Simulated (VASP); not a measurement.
Input of a VASP 6.6.1 run:

The input INCAR:

```
SYSTEM = Ge
  ALGO = Normal
  EDIFF = 1E-7
  EDIFFG = -0.02
  ENCUT = 600
  GGA = RE
  IBRION = 2
  ISIF = 3
  ISMEAR = -1
  LASPH = .True.
  LCHARG = .False.
  LREAL = .False.
  LWAVE = .False.
  NELM = 60
  NSW = 80
  PREC = Accurate
  SIGMA = 0.05
```

The input KPOINTS:

```
k-points
0
Gamma
  10 10 6
  0 0 0
```

File POSCAR:

```
Ge
1.0
    1.4880529250     -2.5946896100      0.0000000000
    1.4880529250      2.5946896100      0.0000000000
    0.0000000000      0.0000000000      4.7275957900
Ge
2
Direct
    0.3334466300      0.6665533700      0.2500000000
    0.6665533700      0.3334466300      0.7500000000
```

Potentials or basis: VASP PAW PBE potentials, release 64 (Ge_d).

Run with:

```sh
$ cat potpaw_PBE.64/Ge_d/POTCAR > POTCAR
$ mpirun -np 1 vasp_std > vasp.out
```

Task: Predict the relaxed volume.

Result: 19.69 Å³/atom.

Task: Estimate the band gap on the k mesh.

Result: Zero (bands 14 and 15 overlap by 8.55 eV).

Final structure:
```
Ge
1.0
     1.51383   -2.64479    0.00000
     1.51383    2.64479    0.00000
     0.00000    0.00000    4.91740
Ge
2
Direct
  0.33345 0.66655 0.25000
  0.66655 0.33345 0.75000
```

Caveat: the PAW data sets were made with another functional, which shifts forces and pressure a little.
